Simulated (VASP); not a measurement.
Wanted: the native input for a VASP 6.6.1 run.

* Task: single point
* Functional: r2SCAN
* Potentials or basis: VASP PAW PBE potentials, release 64 (Sn_d, O)
* Cutoff: 520 eV
* k mesh: 6 × 6 × 8
* Occupations: gaussian, width 0.02 eV
* Spin: no spin polarisation
* Dipole correction: no
* Further INCAR settings: ALGO = Normal; EDIFF = 1e-06; NBANDS = 35

The system is SnO2 (Cassiterite).

```xyz
6
Lattice="4.8782 0.0000 0.0000 0.0000 4.8782 0.0000 0.0000 0.0000 3.2303" Properties=species:S:1:pos:R:3 pbc="T T T"
Sn    0.0000    0.0000    0.0000
Sn    2.4391    2.4391    1.6152
O     1.4996    1.4996    0.0000
O     0.9395    3.9387    1.6152
O     3.3786    3.3786    0.0000
O     3.9387    0.9395    1.6152
```

This cell differs from its parent crystal: volume scaled by 1.06, then relaxed in part.

One way to write it, as run:

POSCAR

```
SnO2
1.0
    4.8782073298      0.0000000000      0.0000000000
    0.0000000000      4.8782073298      0.0000000000
    0.0000000000      0.0000000000      3.2303468134
Sn O
2 4
Direct
    0.0000000000      0.0000000000      0.0000000000
    0.5000000000      0.5000000000      0.5000000000
    0.3074012395      0.3074012395      0.0000000000
    0.1925987605      0.8074012395      0.5000000000
    0.6925987605      0.6925987605      0.0000000000
    0.8074012395      0.1925987605      0.5000000000
```

INCAR.step1

```
PREC = Accurate
ENCUT = 520
ISMEAR = 0
SIGMA = 0.02
LREAL = F
LASPH = T
NELM = 100
NBANDS = 35
GGA = PE
ALGO = Normal
EDIFF = 1E-4
LWAVE = T
LCHARG = F
```

INCAR.step2

```
PREC = Accurate
ENCUT = 520
EDIFF = 1E-6
ISMEAR = 0
SIGMA = 0.02
LREAL = F
LASPH = T
NELM = 100
ALGO = Normal
ISIF = 2
LWAVE = F
LCHARG = T
METAGGA = R2SCAN
LMIXTAU = T
LELF = T
LVHAR = T
NBANDS = 35
ISTART = 1
```

KPOINTS

```
Automatic mesh
0
Gamma
  6 6 8
```

Potentials or basis: VASP PAW PBE potentials, release 64 (Sn_d, O).

The run is started by

```sh
$ cat potpaw_PBE.64/Sn_d/POTCAR potpaw_PBE.64/O/POTCAR > POTCAR
$ cp INCAR.step1 INCAR
$ mpirun -np 1 vasp_std > vasp.out
$ cp INCAR.step2 INCAR
$ mpirun -np 1 vasp_std > vasp.out
```

It gave:

The pressure is -9.2 GPa. The largest force is 0.037 eV/Å and the band gap on the k mesh is 1.21 eV, direct.

Caveat: the PAW data sets were made with another functional, which shifts forces and pressure a little; spin-orbit coupling is left out, which moves the levels of the heavy elements.

Run time: 2.3 min on 1 thread of Intel(R) Xeon(R) 6975P-C (Granite Rapids), with other jobs on the host, peak memory 0.25 GiB.
